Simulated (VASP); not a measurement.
## HgTe: electric field gradients with PBEsol

Crystal: HgTe.

```
CELL_PARAMETERS angstrom
0.00000 2.94085 2.94085
2.94085 0.00000 2.94085
2.94085 2.94085 0.00000
ATOMIC_POSITIONS crystal
Hg 0.00000 0.00000 0.00000
Te 0.50000 0.50000 0.50000
```

| Item | Value |
| --- | --- |
| Program | VASP 6.6.1 |
| Task | electric field gradients |
| Functional | PBEsol |
| Potentials or basis | VASP PAW PBE potentials, release 64 (Hg, Te) |
| Cutoff | 520 eV |
| k mesh | 12 × 12 × 12 |
| Occupations | fermi-dirac, width 0.08 eV |
| Spin | no spin polarisation |
| Dipole correction | no |
| Further INCAR settings | ALGO = Normal; EDIFF = 1e-08; NBANDS = 16 |

| Item | Value |
| --- | --- |
| Pressure | 4.7 GPa |
| Band gap on the k mesh | zero (bands 9 and 10 overlap by 3.15 eV) |
| Largest electric field gradient by atom | under 0.05 V/Å² on every atom |

Levels at points of the mesh, in eV from the Fermi level:
```csv
k point,band 5,band 6,band 7,band 8,band 9,band 10,band 11,band 12,band 13,band 14
"(0.00, 0.00, 0.00)",-7.05,-7.05,-0.85,-0.85,-0.85,-0.50,7.69,7.69,7.69,7.84
"(0.50, 0.00, 0.00)",-6.82,-6.82,-5.96,0.43,0.43,2.43,3.77,3.77,4.24,10.69
"(0.50, 0.50, 0.00)",-6.71,-5.92,-5.05,-2.92,-2.72,-2.72,4.63,9.76,9.76,10.35
```

Run time: 38 s on 1 thread of Intel Xeon 8259CL, on a shared host, peak memory 0.22 GiB.

Caveat: the cell stands under pressure; the PAW data sets were made with another functional, which shifts forces and pressure a little; spin-orbit coupling is left out, which moves the levels of the heavy elements.
